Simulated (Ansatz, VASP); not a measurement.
## One calculation of CdF2, two programs

```
Cd F
1.0
     0.33802    2.87317    2.87317
     2.87317    0.33802    2.87317
     2.87317    2.87317    0.33802
Cd F
1 2
Cartesian
  0.0000 0.0000 0.0000
  1.5211 1.5211 1.5211
  4.5633 4.5633 4.5633
```

Alike in both runs: task single point; functional PBEsol; k mesh 8 × 8 × 8; occupations gaussian, width 0.05 eV; no spin polarisation.

```csv
,VASP,Ansatz
version,VASP 6.6.1,Ansatz 0.2.0
potentials or method,"VASP PAW PBE potentials, release 64 (Cd, F), cutoff 520 eV","scalar-relativistic, plane waves, PAW"
valence electrons in the cell,26,34
```

|  | VASP | Ansatz | Ansatz less VASP |
| --- | --- | --- | --- |
| gap on the k mesh at the Fermi level (eV) | 2.98 | 3.02 | +0.034 |
| least direct gap on the mesh (eV) | 3.26 | 3.29 | +0.034 |
| pressure (GPa) | 4.3 | 3.3 | -1.02 |
| traceless stress, the component that is largest in VASP (GPa) | -2.16 | -1.84 | +0.322 |
| rms of the force components (eV/Å) | 0.129 | 0.097 | -0.0315 |

VASP's potentials were made for PBE, not for PBEsol. Atom by atom the forces differ by 0.031 eV/Å (rms over components). VASP's potentials hold 26 valence electrons a cell and Ansatz's 34, so a difference there can come from the potentials and not from the codes.
